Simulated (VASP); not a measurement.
# Cd (P6_3/mmc) in VASP: a series of runs, part 2 of 2

VASP 6.6.1. Earlier steps stand in the parts before.

## Step 3: Single point, PBEsol+D3(BJ)

This run uses another cell than the first one, of 21.59 Å³/atom, 1.076 times its volume.

The input, INCAR:

```
SYSTEM = Cd
ALGO = Normal
EDIFF = 1E-6
ENCUT = 520
GGA = PS
ISIF = 2
ISMEAR = -1
IVDW = 12
LASPH = .True.
LCHARG = .True.
LELF = .True.
LREAL = .False.
LVHAR = .True.
LWAVE = .False.
NBANDS = 19
NELM = 60
PREC = Accurate
SIGMA = 0.1
```

The input, KPOINTS:

```
k-points
0
Gamma
  7 7 3
  0 0 0
```

The input, POSCAR:

```
Cd
1.0
    2.9788700000      0.0000000000      0.0000000000
   -1.4894350000      2.5797770900      0.0000000000
    0.0000000000      0.0000000000      5.6176500000
Cd
2
Direct
    0.3333333300      0.6666666700      0.2500000000
    0.6666666700      0.3333333300      0.7500000000
```

Potentials or basis: VASP PAW PBE potentials, release 64 (Cd).

Command:

```bash
> cat potpaw_PBE.64/Cd/POTCAR > POTCAR
> mpirun -np 1 vasp_std > vasp.out
```

OUTCAR:

```text
SYSTEM = Cd
   EDIFF = 1E-6
   ENCUT = 520
   GGA = PS
   ISIF = 2
   ISMEAR = -1
   IVDW = 12
   LASPH = .True.
   LREAL = .False.
   NELM = 60
   PREC = Accurate
 IVDW          = 12

 ion  position               nearest neighbor table
   1  0.333  0.667  0.250-   2 3.29   2 3.29   2 3.29   2 3.29   2 3.29   2 3.29
   2  0.667  0.333  0.750-   1 3.29   1 3.29   1 3.29   1 3.29   1 3.29   1 3.29

  LATTYP: Found a hexagonal cell.
 ALAT       =     2.9788700000
 C/A-ratio  =     1.8858325472

  Lattice vectors:

 A1 = (   2.9788700000,   0.0000000000,   0.0000000000)
 A2 = (  -1.4894350000,   2.5797770900,   0.0000000000)
 A3 = (   0.0000000000,   0.0000000000,   5.6176500000)

Analysis of symmetry for initial positions (statically):
=====================================================================
 Subroutine PRICEL returns:
 Original cell was already a primitive cell.

 Routine SETGRP: Setting up the symmetry group for a
 hexagonal supercell.

 Subroutine GETGRP returns: Found 24 space group operations
 (whereof 12 operations were pure point group operations)
 out of a pool of 24 trial point group operations.

The static configuration has the point symmetry D_3d.
[... 152 lines left out ...]
  energy without entropy =       -2.43970834  energy(sigma->0) =       -2.44879857

 E-fermi :   2.7327     XC(G=0): -11.2105

 val. band max:        2.5500831914   @ k =   0.4286   0.0000   0.0000
 cond. band min:       2.9095959505   @ k =   0.2857   0.2857   0.3333
 fundamental gap:      0.3595127591
 Fermi energy:         2.7326779079

 k-point     1 :       0.0000    0.0000    0.0000
  band No.  band energies     occupation
      1      -7.0495      2.00000
      2      -6.7810      2.00000
      3      -6.4046      2.00000
      4      -6.4046      2.00000
      5      -6.3528      2.00000
      6      -6.3528      2.00000
[... 329 lines left out ...]
      6      -6.0824      2.00000
[... 11 lines left out ...]
     18      12.3606      0.00000
     19      13.7288      0.00000

------------------------ aborting loop because EDIFF is reached ----------------------------------------

 Edisp (eV)   -0.82988

 E8    (eV) :    -0.5554

  FORCE on cell =-STRESS in cart. coord.  units (eV):
  Direction    XX          YY          ZZ          XY          YZ          ZX
  --------------------------------------------------------------------------------------
  -------------------------------------------------------------------------------------
  Total      -1.31358    -1.31358    -0.98751     0.00000     0.00000     0.00000
  in kB     -48.75051   -48.75051   -36.64921     0.00000     0.00000     0.00000
  external pressure =      -44.72 kB  Pullay stress =        0.00 kB

 VOLUME and BASIS-vectors are now :
 -----------------------------------------------------------------------------
  energy-cutoff  :      520.00
  volume of cell :       43.17
      direct lattice vectors                 reciprocal lattice vectors
     2.978870000  0.000000000  0.000000000     0.335697765  0.193815195  0.000000000
    -1.489435000  2.579777090  0.000000000     0.000000000  0.387630390  0.000000000
     0.000000000  0.000000000  5.617650000     0.000000000  0.000000000  0.178010378

 POSITION                                       TOTAL-FORCE (eV/Angst)
 -----------------------------------------------------------------------------------
     -0.00000      1.71985      1.40441        -0.000000      0.000000      0.000000
      1.48944      0.85993      4.21324         0.000000     -0.000000      0.000000
 -----------------------------------------------------------------------------------
    total drift:                               -0.000002      0.000001      0.000000

  FREE ENERGIE OF THE ION-ELECTRON SYSTEM (eV)
  ---------------------------------------------------
  free  energy   TOTEN  =        -3.2877730366 eV

  energy  without entropy=       -3.2695925639  energy(sigma->0) =       -3.27868280
```

OSZICAR:

```text
N       E                     dE             d eps       ncg     rms          rms(c)
DAV:   1     0.176017217661E+03    0.17602E+03   -0.13021E+04   608   0.127E+03
DAV:   2     0.152565751824E+01   -0.17449E+03   -0.16668E+03   629   0.334E+02
DAV:   3    -0.262587784898E+01   -0.41515E+01   -0.41429E+01   719   0.590E+01
DAV:   4    -0.263324960407E+01   -0.73718E-02   -0.73713E-02   693   0.230E+00
DAV:   5    -0.263327069941E+01   -0.21095E-04   -0.21095E-04   660   0.121E-01    0.436E+00
DAV:   6    -0.247075835653E+01    0.16251E+00   -0.38189E-01   665   0.753E+00    0.351E+00
DAV:   7    -0.245958442092E+01    0.11174E-01   -0.29231E-02   673   0.156E+00    0.193E+00
DAV:   8    -0.245785178646E+01    0.17326E-02   -0.31492E-03   673   0.690E-01    0.916E-02
DAV:   9    -0.245786754315E+01   -0.15757E-04   -0.25602E-05   672   0.525E-02    0.422E-02
DAV:  10    -0.245788888991E+01   -0.21347E-04   -0.15565E-05   650   0.422E-02    0.371E-03
DAV:  11    -0.245788881054E+01    0.79371E-07   -0.10700E-07   370   0.326E-03
   1 F= -.32877730E+01 E0= -.32786828E+01  d E =-.181805E-01
```

Run time: 33 s. Hardware: 1 thread of AMD EPYC 7R13, shared host; peak memory 0.14 GiB.

What came out:

- Free energy: -3.2878 eV
- Pressure: -4.5 GPa
- Band gap on the k mesh: zero (band 12 reaches 4.06 eV, above the bottom of band 13 at -0.25 eV)
- Dispersion energy per atom: -0.415 eV

Caveat: the k points lie up to 0.37 Å⁻¹ apart; three body term missing; the PAW data sets were made with another functional, which shifts forces and pressure a little; pairwise dispersion overbinds metals, which lowers pressure and volume.

## Step 4: Single point, PBEsol+D3(BJ)

This run uses another cell than the first one, of 21.59 Å³/atom, 1.076 times its volume.

The input, INCAR:

```
  PREC = Accurate
  ENCUT = 520
  EDIFF = 1E-7
  ISMEAR = -1
  SIGMA = 0.1
  LREAL = F
  LASPH = T
  NELM = 80
  ALGO = Normal
  ISIF = 2
  LWAVE = F
  LCHARG = F
  GGA = PS
  IVDW = 12
  NBANDS = 19
```

The input, KPOINTS:

```
regular mesh
0
Gamma
  7 7 3
```

POSCAR is that of step 3.

Command:

```bash
> cat potpaw_PBE.64/Cd/POTCAR > POTCAR
> mpirun -np 1 vasp_std > vasp.out
```

Run time: 28 s. Hardware: 1 thread of AMD EPYC 7R13, shared host; peak memory 0.14 GiB.

The run converged. Its results:

```
Free energy                : -3.2878 eV
Pressure                   : -4.5 GPa
Band gap on the k mesh     : zero (band 12 reaches 4.06 eV, above the bottom of band 13 at -0.25 eV)
Dispersion energy per atom : -0.415 eV
```

Stress tensor (GPa, compression positive):
```
-4.87  0.00  0.00
 0.00 -4.87  0.00
 0.00  0.00 -3.66
```

Levels at points of the mesh, in eV from the Fermi level:
```
           k point  band 8  band 9  band 10  band 11  band 12  band 13  band 14  band 15  band 16  band 17
(0.00, 0.00, 0.00)   -8.60   -8.60    -8.35    -8.35    -3.01    -2.98    10.60    14.51    14.90    14.90
```

Caveat: the k points lie up to 0.37 Å⁻¹ apart; three body term missing; the PAW data sets were made with another functional, which shifts forces and pressure a little; pairwise dispersion overbinds metals, which lowers pressure and volume.
